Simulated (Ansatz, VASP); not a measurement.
**As3Pb in VASP and in Ansatz**

INCAR

```
SYSTEM = As3Pb
  ALGO = Normal
  EDIFF = 1E-6
  ENCUT = 520
  GGA = PE
  ISIF = 2
  ISMEAR = 0
  LASPH = .True.
  LCHARG = .True.
  LELF = .True.
  LREAL = .False.
  LVHAR = .True.
  LWAVE = .False.
  NBANDS = 22
  NELM = 60
  PREC = Accurate
  SIGMA = 0.1
```

File KPOINTS:

```
k-points
0
Gamma
  6 6 6
  0 0 0
```

File POSCAR:

```
As3Pb
1.0
   -2.1883937135      2.1883937135      4.8883599835
    2.1883937135     -2.1883937135      4.8883599835
    2.1883937135      2.1883937135     -4.8883599835
As Pb
3 1
Direct
    0.5000000000      0.5000000000      0.0000000000
    0.2500000000      0.7500000000      0.5000000000
    0.7500000000      0.2500000000      0.5000000000
    0.0000000000      0.0000000000      0.0000000000
```

Input for Ansatz:

```yaml
crystal:
  lattice:
    - [-2.1883937135, 2.1883937135, 4.8883599835]
    - [2.1883937135, -2.1883937135, 4.8883599835]
    - [2.1883937135, 2.1883937135, -4.8883599835]
  atoms:
    - { symbol: As, position: [0.5, 0.5, 0.0] }
    - { symbol: As, position: [0.25, 0.75, 0.5] }
    - { symbol: As, position: [0.75, 0.25, 0.5] }
    - { symbol: Pb, position: [0.0, 0.0, 0.0] }
basis:
  ecutwfc: 420
kpoints:
  mp_grid: { grid: [6, 6, 6] }
hamiltonian:
  xc: pbe
scf:
  occupations: { method: gaussian, width: 0.1 }
  lower_state_search: "off"
output:
  forces: true
  stress: true
  eigenvalues: true
```

Alike in both runs: task single point; functional PBE; k mesh 6 × 6 × 6; occupations gaussian, width 0.1 eV; no spin polarisation.

```csv
,VASP,Ansatz
version,VASP 6.6.1,Ansatz 0.2.0
potentials or method,"VASP PAW PBE potentials, release 64 (As, Pb_d), cutoff 520 eV","scalar-relativistic, plane waves, PAW"
valence electrons in the cell,29,59
```

```tsv
	VASP	Ansatz	Ansatz less VASP
gap on the k mesh at the Fermi level (eV)	none	none	-
pressure (GPa)	-1.5	-1.5	+0.01
traceless stress, the component that is largest in VASP (GPa)	0.53	0.54	+0.009
```

A gap of «none» marks a metal or a gap that the smearing closes. VASP's potentials hold 29 valence electrons a cell and Ansatz's 59, so a difference there can come from the potentials and not from the codes.

Neither program's run includes spin-orbit coupling.
